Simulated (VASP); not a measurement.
Set up this calculation in VASP 6.6.1, as the native input.

- Task: single point
- Functional: RPBE
- Potentials or basis: VASP PAW PBE potentials, release 64 (Cu, O)
- Cutoff: 520 eV
- k mesh: 9 × 5 × 5
- Occupations: fermi-dirac, width 0.05 eV
- Spin: no spin polarisation
- Dipole correction: no
- Further INCAR settings: ALGO = Normal; EDIFF = 1e-06; NBANDS = 44

The structure of CuO lies in POSCAR:

```
CuO
1.0
   -2.1103093833      2.1131098994     -0.1659529774
    0.4076041284      0.0000526085     -5.1750240197
   -2.1108009418     -6.3400023777     -0.1659643901
Cu O
4 4
Direct
    0.2500021752     -0.0000003433      0.2499993867
    0.7499964095     -0.0000003982      0.7499990813
    0.9999998223      0.5000002065      0.4999999016
    0.5000007038      0.5000000432      1.0000006542
    0.7500003193      0.7498017651      0.2500194516
    0.2499936909      0.7498038144      0.7500191165
    0.7500070347      0.2501967192      0.2499814782
    0.2499998741      0.2501981732      0.7499809599
```

The input as run:

INCAR

```
PREC = Accurate ; ENCUT = 520
EDIFF = 1E-6 ; ISMEAR = -1
SIGMA = 0.05 ; LREAL = F
LASPH = T ; NELM = 80
ALGO = Normal ; ISIF = 2
LWAVE = F ; LCHARG = T
GGA = RP ; LELF = T
LVHAR = T ; NBANDS = 44
```

KPOINTS

```
Automatic mesh
0
Gamma
  9 5 5
```

Potentials or basis: VASP PAW PBE potentials, release 64 (Cu, O).

Launch:

```sh
$ cat potpaw_PBE.64/Cu/POTCAR potpaw_PBE.64/O/POTCAR > POTCAR
$ mpirun -np 1 vasp_std > vasp.out
```

Results of the run:

```json
{"Pressure": "0.6 GPa", "Band gap on the k mesh": "zero (bands 34 and 35 overlap by 0.73 eV)"}
```

Caveat: the PAW data sets were made with another functional, which shifts forces and pressure a little; semilocal functionals often make such compounds metallic where correlation or magnetic order opens a gap, which also shifts bond lengths.

Run time: 10 min on 1 thread of Intel Xeon 8259CL (shared host), peak memory 0.45 GiB.
